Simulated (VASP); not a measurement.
**B3C2: single point with PBE**

The system is B3C2.

```
B C
1.0
     3.73622    0.00000    0.00000
     0.00000    3.73622    0.00000
     0.00000    0.00000    3.73622
B C
3 2
Direct
  0.50000 0.00000 0.00000
  0.00000 0.50000 0.00000
  0.00000 0.00000 0.50000
  0.00000 0.00000 0.00000
  0.50000 0.50000 0.50000
```

| Item | Value |
| --- | --- |
| Program | VASP 6.6.1 |
| Task | single point |
| Functional | PBE |
| Potentials or basis | VASP PAW PBE potentials, release 64 (B, C) |
| Cutoff | 520 eV |
| k mesh | 6 × 6 × 6 |
| Occupations | gaussian, width 0.1 eV |
| Spin | no spin polarisation |

| Quantity | Value |
| --- | --- |
| Pressure | -36.0 GPa |

Levels at points of the mesh, in eV from the Fermi level:
| k point | band 5 | band 6 | band 7 | band 8 | band 9 | band 10 | band 11 | band 12 |
| --- | --- | --- | --- | --- | --- | --- | --- | --- |
| (0.00, 0.00, 0.00) | -6.15 | -2.26 | -2.26 | 0.18 | 0.18 | 0.18 | 1.47 | 3.70 |
| (0.50, 0.00, 0.00) | -5.47 | -3.10 | -1.56 | -0.94 | -0.94 | 1.72 | 3.53 | 3.63 |
| (0.50, 0.50, 0.00) | -4.96 | -1.21 | -0.23 | -0.23 | -0.21 | 0.68 | 1.50 | 1.50 |
| (0.50, 0.50, 0.50) | -7.45 | -4.20 | -4.20 | -4.20 | 4.80 | 4.80 | 4.80 | 4.86 |

It took 18 s on 1 thread of Intel(R) Xeon(R) Platinum 8124M CPU @ 3.00GHz (Skylake/Cascade Lake), on a shared host, peak memory 0.15 GiB.
